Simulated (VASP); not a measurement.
# Pr (Cmcm) in VASP: electric field gradients with LDA

Aim: the electric field gradients of Pr with LDA.

All numbers are computed with VASP 6.6.1; they aren't measurements. Logs are shortened: lines on timing, memory, paths and dates and some standing lists are left out, and cuts for length are marked.

## (1) The cell of the first run

Symmetry: Cmcm, No. 63, orthorhombic system. Conventional cell: a = 3.746 Å, b = 6.636 Å, c = 5.946 Å, α = 90.00°, β = 90.00°, γ = 90.00°. Pr (site symmetry m2m) has 12 Pr at 3.60 to 3.81 Å within 4.7 Å.

## (2) Electric field gradients, LDA, collinear spin, ferromagnetic start

INCAR reads:

```
  PREC = Accurate
  ENCUT = 520
  EDIFF = 1E-8
  ISMEAR = -1
  SIGMA = 0.08
  LREAL = False
  LASPH = True
  NELM = 150
  ALGO = Normal
  ISIF = 2
  LWAVE = False
  LCHARG = False
  ISPIN = 2
  MAGMOM = 2 2
  LORBIT = 11
  LMAXMIX = 6
  GGA = CA
  LEFG = True
  NBANDS = 24
```

KPOINTS reads:

```
regular mesh
0
Gamma
  11 11 6
```

POSCAR reads:

```
Pr
1.0
    1.8728912700     -3.3182408000      0.0000000000
    1.8728912700      3.3182408000      0.0000000000
    0.0000000000      0.0000000000      5.9457215400
Pr
2
Direct
    0.8464667300      0.1535332700      0.2500000000
    0.1535332700      0.8464667300      0.7500000000
```

Potentials or basis: VASP PAW PBE potentials, release 64 (Pr).

Started as:

```sh
$ cat potpaw_PBE.64/Pr/POTCAR > POTCAR
$ mpirun -np 1 vasp_std > vasp.out
```

OUTCAR:

```text
PREC = Accurate
   ENCUT = 520
   EDIFF = 1E-8
   ISMEAR = -1
   LREAL = False
   LASPH = True
   NELM = 150
   ISIF = 2
   ISPIN = 2
   LORBIT = 11
   GGA = CA

 ion  position               nearest neighbor table
   1  0.846  0.154  0.250-
   2  0.154  0.846  0.750-

  LATTYP: Found a base centered orthorhombic cell.
 ALAT       =     3.7457825400
 B/A-ratio  =     1.7717210033
 C/A-ratio  =     1.5873109228

  Lattice vectors:

 A1 = (   1.8728912700,  -3.3182408000,   0.0000000000)
 A2 = (   1.8728912700,   3.3182408000,   0.0000000000)
 A3 = (   0.0000000000,   0.0000000000,   5.9457215400)

Analysis of symmetry for initial positions (statically):
=====================================================================
 Subroutine PRICEL returns:
 Original cell was already a primitive cell.

 Routine SETGRP: Setting up the symmetry group for a
 base centered orthorhombic supercell.

 Subroutine GETGRP returns: Found  8 space group operations
 (whereof  4 operations were pure point group operations)
 out of a pool of  8 trial point group operations.

The static configuration has the point symmetry C_2h.
 The point group associated with its full space group is D_2h.

Analysis of symmetry for dynamics (positions and initial velocities):
=====================================================================
 Subroutine PRICEL returns:
 Original cell was already a primitive cell.

 Routine SETGRP: Setting up the symmetry group for a
 base centered orthorhombic supercell.

 Subroutine GETGRP returns: Found  8 space group operations
 (whereof  4 operations were pure point group operations)
 out of a pool of  8 trial point group operations.

The dynamic configuration has the point symmetry C_2h.
 The point group associated with its full space group is D_2h.

Analysis of structural, dynamic, and magnetic symmetry:
=====================================================================
 Subroutine PRICEL returns:
 Original cell was already a primitive cell.

 Routine SETGRP: Setting up the symmetry group for a
 base centered orthorhombic supercell.

 Subroutine GETGRP returns: Found  8 space group operations
 (whereof  4 operations were pure point group operations)
 out of a pool of  8 trial point group operations.

The overall configuration has the point symmetry C_2h.
 The point group associated with its full space group is D_2h.

 Subroutine INISYM returns: Found  8 space group operations
 (whereof  4 operations are pure point group operations),
 and found     1 'primitive' translations

----------------------------------------------------------------------------------------

                                     Primitive cell

  volume of cell :      73.9018

  direct lattice vectors                    reciprocal lattice vectors
     1.872891270 -3.318240800  0.000000000     0.266966913 -0.150682253  0.000000000
     1.872891270  3.318240800  0.000000000     0.266966913  0.150682253  0.000000000
     0.000000000  0.000000000  5.945721540     0.000000000  0.000000000  0.168188166

  length of vectors
     3.810307562  3.810307562  5.945721540     0.306555825  0.306555825  0.168188166

  position of ions in fractional coordinates (direct lattice)
     0.846466730  0.153533270  0.250000000
     0.153533270  0.846466730  0.750000000

  ion indices of the primitive-cell ions
   primitive index   ion index
                 1           1
                 2           2

----------------------------------------------------------------------------------------

 KPOINTS: regular mesh

Automatic generation of k-mesh.
 Grid dimensions read from file:
[... 59 lines left out ...]
   ISPIN  =      2    spin polarized calculation?
   LNONCOLLINEAR =      F non collinear calculations
   LSORBIT =      F    spin-orbit coupling
   LASPH  =      T    aspherical Exc in radial PAW
   ENCUT  =  520.0 eV  38.22 Ry    6.18 a.u.   7.08  7.08 11.06*2*pi/ulx,y,z
   NELM   =    150;   NELMIN=  2; NELMDL= -5     # of ELM steps
   EDIFF  = 0.1E-07   stopping-criterion for ELM
   LREAL  =      F    real-space projection
   EDIFFG = 0.1E-06   stopping-criterion for IOM
   NSW    =      0    number of steps for IOM
   IBRION =     -1    ionic relax: 0-MD 1-quasi-New 2-CG
   NFREE  =      0    steps in history (QN), initial steepest desc. (CG)
   ISIF   =      2    stress and relaxation
   ISYM   =      2    0-nonsym 1-usesym 2-fastsym
   POTIM  = 0.5000    time-step for ionic-motion
   TEBEG  =    0.0;   TEEND  =   0.0 temperature during run
   PSTRESS=    0.0 pullay stress
   NELECT =      26.0000    total number of electrons
   NUPDOWN=      -1.0000    fix difference up-down
   EMIN   =  10.00;   EMAX   =-10.00  energy-range for DOS
   EFERMI =   0.00;   METHOD = LEGACY
   ISMEAR =    -1;   SIGMA  =   0.08  broadening in eV -4-tet -1-fermi 0-gaus
   EFERMI_NEDOS =   21; number of points for ismear=-14 and -15
   IALGO  =     38    algorithm
   IMIX   =      4    mixing-type and parameters
     AMIX     =   0.40;   BMIX     =  1.00
     AMIX_MAG =   1.60;   BMIX_MAG =  1.00
  volume/ion in A,a.u.               =      36.95       249.36
  Fermi-wavevector in a.u.,A,eV,Ry     =   1.155707  2.183969 18.172728  1.335658
  Thomas-Fermi vector in A             =   2.292333
   LORBIT       =     11    0 simple, 1 ext, 2 COOP (PROOUT), +10 PAW based schemes
   GGA     = CA    functional components
   LHFCALC =     F    Hartree Fock is set to
   AEXX    =    0.0000 exact exchange contribution
   IVDW    =     0    specifies the selected vdW correction
   LEPSILON=     F    determine dielectric tensor
   LRPA    =     F    only Hartree local field effects (RPA)
 spin polarized calculation
  energy-cutoff  :      520.00
  volume of cell :       73.90
 maximum number of plane-waves:      2015
   NGX = 15   NGY = 15   NGZ = 23

 number of electron      26.0000000 magnetization       5.5205095

 Free energy of the ion-electron system (eV)
  ---------------------------------------------------
  ext. energy  EPLUGINS =         0.00000000
  ---------------------------------------------------
  free energy    TOTEN  =       -11.88131474 eV

  energy without entropy =      -11.40614362  energy(sigma->0) =      -11.64372918

 E-fermi :   5.2523     XC(G=0):  -9.8840

 val. band max:        5.2522737474   @ k =   0.0000   0.0000   0.3333
 cond. band min:       5.2525168495   @ k =   0.3636   0.0909   0.1667
 fundamental gap:      0.0002431021
 Fermi energy:         5.2523118891

 spin component 1

 k-point     1 :       0.0000    0.0000    0.0000
  band No.  band energies     occupation
      1     -30.6829      1.00000
      2     -30.5319      1.00000
      3     -13.3347      1.00000
      4     -12.4555      1.00000
      5     -12.3693      1.00000
      6     -12.2537      1.00000
[... 637 lines left out ...]
     23       5.4501      0.07779
     24       5.5331      0.02904

 [... further k-points ...]

 spin component 2

 k-point     1 :       0.0000    0.0000    0.0000
  band No.  band energies     occupation
      1     -29.6552      1.00000
      2     -29.4953      1.00000
      3     -12.5173      1.00000
      4     -11.5950      1.00000
      5     -11.5095      1.00000
      6     -11.3895      1.00000
[... 637 lines left out ...]
     23       6.8808      0.00000
     24       6.9959      0.00000

 [... further k-points ...]
[... 5 lines left out ...]
  --------------------------------------------------------------------------------------
  -------------------------------------------------------------------------------------
  Total       -3.1106899     -3.1715796     -2.9004005      0.0000000     -0.0000000      0.0000000
  in kB      -67.4391795    -68.7592565    -62.8801451      0.0000000     -0.0000000      0.0000000
  external PRESSURE =     -66.3595270 kB  Pullay stress =       0.0000000 kB

 VOLUME and BASIS-vectors are now :
 -----------------------------------------------------------------------------
  energy-cutoff  :      520.00
  volume of cell :       73.90
      direct lattice vectors                 reciprocal lattice vectors
     1.872891270 -3.318240800  0.000000000     0.266966913 -0.150682253  0.000000000
     1.872891270  3.318240800  0.000000000     0.266966913  0.150682253  0.000000000
     0.000000000  0.000000000  5.945721540     0.000000000  0.000000000  0.168188166

 POSITION                                       TOTAL-FORCE (eV/Angst)
 -----------------------------------------------------------------------------------
      1.87289     -2.29932      1.48643         0.000000      0.020086     -0.000000
      1.87289      2.29932      4.45929         0.000000     -0.020086      0.000000
 -----------------------------------------------------------------------------------
    total drift:                                0.000000      0.000000     -0.000000

  FREE ENERGIE OF THE ION-ELECTRON SYSTEM (eV)
  ---------------------------------------------------
  free  energy   TOTEN  =       -11.8813147442 eV

  energy  without entropy=      -11.4061436228  energy(sigma->0) =      -11.64372918

 Electric field gradients (V/A^2)
---------------------------------------------------------------------
 ion       V_xx      V_yy      V_zz      V_xy      V_xz      V_yz
---------------------------------------------------------------------
   1     -12.197    -9.310    21.507     0.000     0.000     0.000
   2     -12.197    -9.310    21.507     0.000     0.000     0.000
---------------------------------------------------------------------

 Electric field gradients after diagonalization (V/A^2)
 (convention: |V_zz| > |V_xx| > |V_yy|)
----------------------------------------------------------------------
 ion       V_xx      V_yy      V_zz     asymmetry (V_yy - V_xx)/ V_zz
----------------------------------------------------------------------
   1     -12.197    -9.310    21.507       0.134
   2     -12.197    -9.310    21.507       0.134
----------------------------------------------------------------------

           NMR quadrupolar parameters

 Cq : quadrupolar parameter    Cq=e*Q*V_zz/h
 eta: asymmetry parameters     (V_yy - V_xx)/ V_zz
 Q  : nuclear electric quadrupole moment in mb (millibarn)
----------------------------------------------------------------------
 ion       Cq(MHz)       eta       Q (mb)
----------------------------------------------------------------------
   1       0.052       0.134       1.000
   2       0.052       0.134       1.000
----------------------------------------------------------------------

 total charge

# of ion       s       p       d       f       tot
--------------------------------------------------
    1        1.987   5.241   0.546   2.174   9.948
    2        1.987   5.241   0.546   2.174   9.948
--------------------------------------------------
tot          3.975  10.483   1.092   4.347  19.897

 magnetization (x)

# of ion       s       p       d       f       tot
--------------------------------------------------
    1       -0.002  -0.010   0.137   2.121   2.246
    2       -0.002  -0.010   0.137   2.121   2.246
--------------------------------------------------
tot         -0.004  -0.019   0.273   4.242   4.492
```

It took 33 min on 1 thread of Intel Xeon Platinum 8488C (Sapphire Rapids), shared host; peak memory 0.49 GiB.

What came out:

| Quantity | Value |
| --- | --- |
| Free energy | -11.8813 eV |
| Pressure | -6.6 GPa |
| Largest force | 0.020 eV/Å |
| Net moment | 5.52 μB per cell |
| Site moments | Pr +2.25 μB |
| Valence electrons inside the program's atomic spheres | Pr 9.95 |

Forces in eV/Å, atoms in the order of the input:
```
Pr   0.000  0.020  0.000
Pr   0.000 -0.020  0.000
```

Stress tensor (GPa, compression positive):
```
-6.74  0.00  0.00
 0.00 -6.88  0.00
 0.00  0.00 -6.29
```

Levels at points of the mesh, in eV from the Fermi level:
Spin up:
```
           k point  band 12  band 13  band 14  band 15  band 16  band 17  band 18  band 19
(0.00, 0.00, 0.00)    -0.14    -0.06     0.00     0.03     0.03     0.04     0.06     0.07
(0.00, 0.00, 0.50)    -0.30    -0.05    -0.05    -0.02    -0.02    -0.01    -0.01     0.23
```
Spin down:
```tsv
k point	band 7	band 8	band 9	band 10	band 11	band 12	band 13	band 14
(0.00, 0.00, 0.00)	-16.62	-16.55	-3.21	-1.35	1.04	1.20	1.24	1.34
(0.00, 0.00, 0.50)	-16.70	-16.70	-1.78	-1.78	0.81	0.81	1.23	1.23
```

Electric field gradients, principal values (V/Å²):
```
atom   least   middle  greatest (by size)
1 Pr  -9.310  -12.197              21.507
2 Pr  -9.310  -12.197              21.507
```

Caveat: the magnetic or orbital state may not be the lowest; without QUAD_EFG the Cq values of the log hold for a quadrupole moment of 1 mb, not for the nuclei; the PAW data sets were made with another functional, which shifts forces and pressure a little; spin-orbit coupling is left out, which moves the levels of the heavy elements.
